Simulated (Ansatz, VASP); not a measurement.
# One calculation of As3Se, two programs

```
CELL_PARAMETERS angstrom
-2.76568 2.76568 2.76568
2.76568 -2.76568 2.76568
2.76568 2.76568 -2.76568
ATOMIC_POSITIONS crystal
As 0.00000 0.50000 0.50000
As 0.50000 0.00000 0.50000
As 0.50000 0.50000 0.00000
Se 0.00000 0.00000 0.00000
```

Change from the starting cell: species swapped into the Sb3Au type (Im-3m, No. 229).

Alike in both runs: functional PBE; k mesh 5 × 5 × 5; occupations gaussian, width 0.2 eV; no spin polarisation.

Ansatz relaxed the structure, and its values are those at the end. VASP's run is a single point on that final structure, the one shown.

|  | VASP | Ansatz |
| --- | --- | --- |
| version | VASP 6.6.1 | Ansatz 0.2.0 |
| potentials or method | VASP PAW PBE potentials, release 64 (As, Se), cutoff 500 eV | scalar-relativistic, plane waves, PAW |
| valence electrons in the cell | 21 | 61 |

|  | VASP | Ansatz | Ansatz less VASP |
| --- | --- | --- | --- |
| gap on the k mesh at the Fermi level (eV) | none | none | - |
| pressure (GPa) | 0.0 | -0.1 | -0.09 |

A gap of «none» marks a metal or a gap that the smearing closes. VASP's potentials hold 21 valence electrons a cell and Ansatz's 61, so a difference there can come from the potentials and not from the codes.
